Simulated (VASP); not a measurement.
# Ru (Fm-3m) in VASP: single point with PBE+U

Aim: the single point of Ru with PBE+U.

All numbers are computed with VASP 6.6.1; they aren't measurements. Logs are shortened: lines on timing, memory, paths and dates and some standing lists are left out, and cuts for length are marked.

**1. The cell of the first run**

Symmetry: Fm-3m, No. 225, cubic system. Conventional cell: a = 3.756 Å, b = 3.756 Å, c = 3.756 Å, α = 90.00°, β = 90.00°, γ = 90.00°. Ru (site symmetry m-3m) has 12 Ru at 2.66 Å within 3.5 Å.

**2. Single point, PBE+U, collinear spin, antiferromagnetic start**

Input file INCAR:

```
SYSTEM = Ru
PREC     = Accurate       ! precision mode
ENCUT    = 500            ! plane-wave cutoff, eV
EDIFF    = 1E-6           ! SCF threshold, eV
ISMEAR   = -1             ! smearing method
SIGMA    = 0.05           ! smearing width, eV
LREAL    = .FALSE.        ! projectors in reciprocal space
LASPH    = .TRUE.         ! aspherical terms in the spheres
NELM     = 200            ! most SCF steps
ALGO     = Normal         ! electronic algorithm
ISIF     = 2              ! what is computed and relaxed
LWAVE    = .FALSE.        ! write WAVECAR
LCHARG   = .FALSE.        ! write CHGCAR
ISPIN    = 2              ! spin polarisation
MAGMOM   = 1 -1           ! initial moments
LORBIT   = 11             ! projections on sites
LMAXMIX  = 4              ! l up to which the mixer works
LDAU     = .TRUE.         ! DFT+U
LDAUTYPE = 2            
LDAUL    = 2              ! shell
LDAUU    = 4              ! U, eV
LDAUJ    = 0            
LDAUPRINT= 1            
GGA      = PE             ! functional
NBANDS   = 25             ! bands
GGA_COMPAT= .FALSE.
```

Input file KPOINTS:

```
regular mesh
0
G
  4 4 3
  0 0 0
```

Input file POSCAR:

```
Ru
1.0
    2.6558950320      0.0000000000      0.0000000000
    0.0000000000      2.6558950320      0.0000000000
    0.0000000000      0.0000000000      3.7560027745
Ru
2
Direct
    0.0000000000      0.0000000000      0.0000000000
    0.5000000000      0.5000000000      0.5000000000
```

Potentials or basis: VASP PAW PBE potentials, release 64 (Ru_pv).

Launch:

```console
$ cat potpaw_PBE.64/Ru_pv/POTCAR > POTCAR
$ mpirun -np 1 vasp_std > vasp.out
```

OUTCAR:

```text
SYSTEM = Ru
   PREC = Accurate
   ENCUT = 500
   EDIFF = 1E-6
   ISMEAR = -1
   LREAL = .FALSE.
   LASPH = .TRUE.
   NELM = 200
   ISIF = 2
   ISPIN = 2
   LORBIT = 11
   GGA = PE

 ion  position               nearest neighbor table
   1  0.000  0.000  0.000-   2 2.66   2 2.66   2 2.66   2 2.66   2 2.66   2 2.66   2 2.66   2 2.66

   2  0.500  0.500  0.500-   1 2.66   1 2.66   1 2.66   1 2.66   1 2.66   1 2.66   1 2.66   1 2.66

  LATTYP: Found a simple tetragonal cell.
 ALAT       =     2.6558950320
 C/A-ratio  =     1.4142135624

  Lattice vectors:

 A1 = (   2.6558950320,   0.0000000000,   0.0000000000)
 A2 = (   0.0000000000,   2.6558950320,   0.0000000000)
 A3 = (   0.0000000000,   0.0000000000,   3.7560027745)

Analysis of symmetry for initial positions (statically):
=====================================================================
 Subroutine PRICEL returns following result:

  LATTYP: Found a face centered cubic cell.
 ALAT       =     3.7560027745
[... 12 lines left out ...]
 Subroutine GETGRP returns: Found 16 space group operations
 (whereof 16 operations were pure point group operations)
 out of a pool of 16 trial point group operations.

The static configuration has the point symmetry D_4h.

Analysis of symmetry for dynamics (positions and initial velocities):
=====================================================================
 Subroutine PRICEL returns following result:

  LATTYP: Found a face centered cubic cell.
 ALAT       =     3.7560027745
[... 12 lines left out ...]
 Subroutine GETGRP returns: Found 16 space group operations
 (whereof 16 operations were pure point group operations)
 out of a pool of 16 trial point group operations.

The dynamic configuration has the point symmetry D_4h.

Analysis of structural, dynamic, and magnetic symmetry:
=====================================================================
 Subroutine PRICEL returns following result:

  LATTYP: Found a face centered cubic cell.
 ALAT       =     3.7560027745
[... 12 lines left out ...]
 Subroutine GETGRP returns: Found 16 space group operations
 (whereof 16 operations were pure point group operations)
 out of a pool of 16 trial point group operations.

The overall configuration has the point symmetry D_4h.

 Subroutine INISYM returns: Found 16 space group operations
 (whereof 16 operations are pure point group operations),
 and found     2 'primitive' translations

----------------------------------------------------------------------------------------

                                     Primitive cell

  volume of cell :      13.2470

  direct lattice vectors                    reciprocal lattice vectors
    -1.327947516 -1.327947516 -1.878001387    -0.376520905  0.000000000 -0.266240485
     1.327947516 -1.327947516 -1.878001387     0.376520905  0.000000000 -0.266240485
     0.000000000 -2.655895032 -0.000000000    -0.000000000 -0.376520905  0.266240485

  length of vectors
     2.655895032  2.655895032  2.655895032     0.461142047  0.461142047  0.461142047

  position of ions in fractional coordinates (direct lattice)
     0.000000000  0.000000000  0.000000000

  ion indices of the primitive-cell ions
   primitive index   ion index
                 1           1

----------------------------------------------------------------------------------------

[... 121 lines left out ...]

  o =  0.4331  v =  0.0000  0.0000  0.0000  0.0000  0.0000  1.0000  0.0000  0.0000  0.0000  0.0000      0.0000  0.0000  0.0000  0.0000  0.0000  0.0000  0.0000  0.0000  0.0000  0.0000
  o =  0.4714  v =  0.0000  0.0000  0.0000  0.0000  0.0000  0.0000  0.8701  0.0000 -0.4928  0.0000      0.0000  0.0000  0.0000  0.0000  0.0000  0.0000  0.0000  0.0000  0.0000  0.0000
  o =  0.4714  v =  0.0000  0.0000  0.0000  0.0000  0.0000  0.0000  0.4928  0.0000  0.8701  0.0000      0.0000  0.0000  0.0000  0.0000  0.0000  0.0000  0.0000  0.0000  0.0000  0.0000
  o =  0.5701  v =  0.0000  0.0000  0.0000  0.0000  0.0000  0.0000 -0.0000  1.0000  0.0000 -0.0000      0.0000  0.0000  0.0000  0.0000  0.0000  0.0000  0.0000  0.0000  0.0000  0.0000
  o =  0.6411  v =  0.0000  0.0000 -0.0000 -0.0000  1.0000  0.0000  0.0000  0.0000  0.0000  0.0000      0.0000  0.0000  0.0000  0.0000  0.0000  0.0000  0.0000  0.0000  0.0000  0.0000
  o =  0.6688  v =  0.0000  0.0000  0.0000  0.0000  0.0000  0.0000  0.0000 -0.0000  0.0000 -1.0000      0.0000  0.0000  0.0000  0.0000  0.0000  0.0000  0.0000  0.0000  0.0000  0.0000
  o =  0.6793  v =  0.0000 -0.0000  1.0000 -0.0000  0.0000  0.0000  0.0000  0.0000  0.0000  0.0000      0.0000  0.0000  0.0000  0.0000  0.0000  0.0000  0.0000  0.0000  0.0000  0.0000
  o =  0.6934  v =  0.0000 -0.9984 -0.0000 -0.0561  0.0000  0.0000  0.0000  0.0000  0.0000  0.0000      0.0000  0.0000  0.0000  0.0000  0.0000  0.0000  0.0000  0.0000  0.0000  0.0000
  o =  0.6934  v =  0.0000  0.0561 -0.0000 -0.9984 -0.0000  0.0000  0.0000  0.0000  0.0000  0.0000      0.0000  0.0000  0.0000  0.0000  0.0000  0.0000  0.0000  0.0000  0.0000  0.0000
  o =  0.7675  v =  1.0000  0.0000  0.0000  0.0000  0.0000  0.0000  0.0000  0.0000  0.0000  0.0000      0.0000  0.0000  0.0000  0.0000  0.0000  0.0000  0.0000  0.0000  0.0000  0.0000

atom =   2  type =  1  l = 2

 onsite density matrix

spin component  1

  0.4331  0.0000  0.0000 -0.0000 -0.0000
  0.0000  0.4714 -0.0000 -0.0000 -0.0000
  0.0000 -0.0000  0.5701  0.0000 -0.0000
 -0.0000 -0.0000  0.0000  0.4714  0.0000
 -0.0000 -0.0000 -0.0000  0.0000  0.6688

spin component  2

  0.7675  0.0000  0.0000  0.0000 -0.0000
  0.0000  0.6934 -0.0000  0.0000  0.0000
  0.0000 -0.0000  0.6793  0.0000 -0.0000
  0.0000  0.0000  0.0000  0.6934  0.0000
 -0.0000  0.0000 -0.0000  0.0000  0.6411

 occupancies and eigenvectors

  o =  0.4331  v =  1.0000  0.0000  0.0000  0.0000  0.0000  0.0000  0.0000  0.0000  0.0000  0.0000      0.0000  0.0000  0.0000  0.0000  0.0000  0.0000  0.0000  0.0000  0.0000  0.0000
  o =  0.4714  v =  0.0000  0.0774  0.0000 -0.9970 -0.0000  0.0000  0.0000  0.0000  0.0000  0.0000      0.0000  0.0000  0.0000  0.0000  0.0000  0.0000  0.0000  0.0000  0.0000  0.0000
  o =  0.4714  v =  0.0000 -0.9970  0.0000 -0.0774 -0.0000  0.0000  0.0000  0.0000  0.0000  0.0000      0.0000  0.0000  0.0000  0.0000  0.0000  0.0000  0.0000  0.0000  0.0000  0.0000
  o =  0.5701  v =  0.0000 -0.0000  1.0000  0.0000  0.0000  0.0000  0.0000  0.0000  0.0000  0.0000      0.0000  0.0000  0.0000  0.0000  0.0000  0.0000  0.0000  0.0000  0.0000  0.0000
  o =  0.6411  v =  0.0000  0.0000  0.0000  0.0000  0.0000  0.0000  0.0000 -0.0000 -0.0000 -1.0000      0.0000  0.0000  0.0000  0.0000  0.0000  0.0000  0.0000  0.0000  0.0000  0.0000
  o =  0.6688  v =  0.0000 -0.0000 -0.0000 -0.0000  1.0000  0.0000  0.0000  0.0000  0.0000  0.0000      0.0000  0.0000  0.0000  0.0000  0.0000  0.0000  0.0000  0.0000  0.0000  0.0000
  o =  0.6793  v =  0.0000  0.0000  0.0000  0.0000  0.0000  0.0000 -0.0000 -1.0000  0.0000  0.0000      0.0000  0.0000  0.0000  0.0000  0.0000  0.0000  0.0000  0.0000  0.0000  0.0000
  o =  0.6934  v =  0.0000  0.0000  0.0000  0.0000  0.0000  0.0000  0.2024 -0.0000 -0.9793  0.0000      0.0000  0.0000  0.0000  0.0000  0.0000  0.0000  0.0000  0.0000  0.0000  0.0000
  o =  0.6934  v =  0.0000  0.0000  0.0000  0.0000  0.0000  0.0000  0.9793 -0.0000  0.2024  0.0000      0.0000  0.0000  0.0000  0.0000  0.0000  0.0000  0.0000  0.0000  0.0000  0.0000
  o =  0.7675  v =  0.0000  0.0000  0.0000  0.0000  0.0000  1.0000  0.0000  0.0000  0.0000  0.0000      0.0000  0.0000  0.0000  0.0000  0.0000  0.0000  0.0000  0.0000  0.0000  0.0000

 number of electron      28.0000001 magnetization      -0.0000000

 Free energy of the ion-electron system (eV)
  ---------------------------------------------------
  ext. energy  EPLUGINS =         0.00000000
  ---------------------------------------------------
  free energy    TOTEN  =        -8.84182691 eV

  energy without entropy =       -8.83218320  energy(sigma->0) =       -8.83700506

 E-fermi :  12.8926     XC(G=0): -14.2436

 val. band max:       12.7917737499   @ k =   0.2500   0.2500   0.0000
 cond. band min:      13.0153244861   @ k =   0.2500   0.0000   0.3333
 fundamental gap:      0.2235507361
 Fermi energy:        12.8926345055

 spin component 1

 k-point     1 :       0.0000    0.0000    0.0000
  band No.  band energies     occupation
      1     -30.3409      1.00000
      2     -29.6389      1.00000
      3     -29.6389      1.00000
      4     -29.0588      1.00000
      5     -28.8511      1.00000
      6     -28.8511      1.00000
[... 325 lines left out ...]
     24      25.9006      0.00000
     25      26.8712      0.00000
 Fermi energy:        12.8926345055

 spin component 2

 k-point     1 :       0.0000    0.0000    0.0000
  band No.  band energies     occupation
      1     -30.3409      1.00000
      2     -29.6389      1.00000
      3     -29.6389      1.00000
      4     -29.0588      1.00000
      5     -28.8511      1.00000
      6     -28.8511      1.00000
[... 325 lines left out ...]
     24      25.9006      0.00000
     25      26.8712      0.00000

------------------------ aborting loop because EDIFF is reached ----------------------------------------

  FORCE on cell =-STRESS in cart. coord.  units (eV):
  Direction    XX          YY          ZZ          XY          YZ          ZX
  --------------------------------------------------------------------------------------
  -------------------------------------------------------------------------------------
  Total        2.1340449      2.1340449      2.8102828      0.0000000     -0.0000000      0.0000000
  in kB      129.0524993    129.0524993    169.9467587      0.0000000     -0.0000000      0.0000000
  external PRESSURE =     142.6839191 kB  Pullay stress =       0.0000000 kB

 VOLUME and BASIS-vectors are now :
 -----------------------------------------------------------------------------
  energy-cutoff  :      500.00
  volume of cell :       26.49
      direct lattice vectors                 reciprocal lattice vectors
     2.655895032  0.000000000  0.000000000     0.376520905  0.000000000  0.000000000
     0.000000000  2.655895032  0.000000000     0.000000000  0.376520905  0.000000000
     0.000000000  0.000000000  3.756002775     0.000000000  0.000000000  0.266240485

 POSITION                                       TOTAL-FORCE (eV/Angst)
 -----------------------------------------------------------------------------------
      0.00000      0.00000      0.00000         0.000000      0.000000     -0.000000
      1.32795      1.32795      1.87800        -0.000000     -0.000000      0.000000
 -----------------------------------------------------------------------------------
    total drift:                               -0.000000      0.000000      0.000000

  FREE ENERGIE OF THE ION-ELECTRON SYSTEM (eV)
  ---------------------------------------------------
  free  energy   TOTEN  =        -8.8418269134 eV

  energy  without entropy=       -8.8321832010  energy(sigma->0) =       -8.83700506

 total charge

# of ion       s       p       d       tot
------------------------------------------
    1        0.413   6.311   6.036  12.760
    2        0.413   6.311   6.036  12.760
--------------------------------------------------
tot          0.827  12.622  12.071  25.519

 magnetization (x)

# of ion       s       p       d       tot
------------------------------------------
    1        0.015   0.013   0.857   0.886
    2       -0.015  -0.013  -0.857  -0.886
--------------------------------------------------
tot          0.000   0.000   0.000   0.000
```

It took 28 s on 1 thread of AMD EPYC 7R13, shared host; peak memory 0.11 GiB.

Results:

| Item | Value |
| --- | --- |
| Free energy | -8.8418 eV |
| Pressure | 14.3 GPa |
| Band gap on the k mesh | zero (filled and empty bands overlap) |
| Net moment | 0.00 μB per cell |
| Site moments | Ru +0.89, -0.89 μB |
| Valence electrons inside the program's atomic spheres | Ru 12.76 |

Eigenvalues of the final occupation matrices:
```tsv
site	spin	trace	eigenvalues
site 1 d	1	3.47	0.64 0.68 0.69 0.69 0.77
site 1 d	2	2.61	0.43 0.47 0.47 0.57 0.67
site 2 d	1	2.61	0.43 0.47 0.47 0.57 0.67
site 2 d	2	3.47	0.64 0.68 0.69 0.69 0.77
```

Caveat: the k points lie up to 0.59 Å⁻¹ apart; the U is typed as a test and isn't derived for this compound. The state reached can hang on the start; a lower one may exist.
